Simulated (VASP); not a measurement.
Here is a VASP 6.6.1 calculation.

INCAR

```
SYSTEM = GaP4
ALGO = Normal
EDIFF = 1E-7
ENCUT = 520
GGA = PE
ISIF = 2
ISMEAR = 0
LASPH = .TRUE.
LCHARG = .FALSE.
LREAL = .FALSE.
LWAVE = .FALSE.
NBANDS = 44
NELM = 60
PREC = Accurate
SIGMA = 0.1
```

File KPOINTS:

```
k-points
0
G
  4 4 4
  0 0 0
```

The input POSCAR:

```
GaP4
1.0
    9.0036387081      0.0000000000      0.0000000000
    0.0000000000      9.0036387081      0.0000000000
    0.0000000000      0.0000000000      9.0036387081
Ga P
2 8
Direct
    0.0000000000      0.0000000000      0.0000000000
    0.5000000000      0.5000000000      0.5000000000
    0.3119708981      0.3119708981      0.3119708981
    0.6880291019      0.6880291019      0.3119708981
    0.6880291019      0.3119708981      0.6880291019
    0.3119708981      0.6880291019      0.6880291019
    0.8119708981      0.8119708981      0.1880291019
    0.1880291019      0.1880291019      0.1880291019
    0.8119708981      0.1880291019      0.8119708981
    0.1880291019      0.8119708981      0.8119708981
```

Potentials or basis: VASP PAW PBE potentials, release 64 (Ga_d, P).

The run is started by

```sh
$ cat potpaw_PBE.64/Ga_d/POTCAR potpaw_PBE.64/P/POTCAR > POTCAR
$ mpirun -np 1 vasp_std > vasp.out
```

Estimate the largest force.

0.033 eV/Å.

Predict the pressure.

0.0 GPa.

Forces in eV/Å, atoms in the order of the input:
```
Ga   0.000  0.000  0.000
Ga   0.000  0.000  0.000
P   -0.019 -0.019 -0.019
P    0.019  0.019 -0.019
P    0.019 -0.019  0.019
P   -0.019  0.019  0.019
P   -0.019 -0.019  0.019
P    0.019  0.019  0.019
P   -0.019  0.019 -0.019
P    0.019 -0.019 -0.019
```

Caveat: semilocal functionals underestimate gaps, and a narrow one can read as zero.
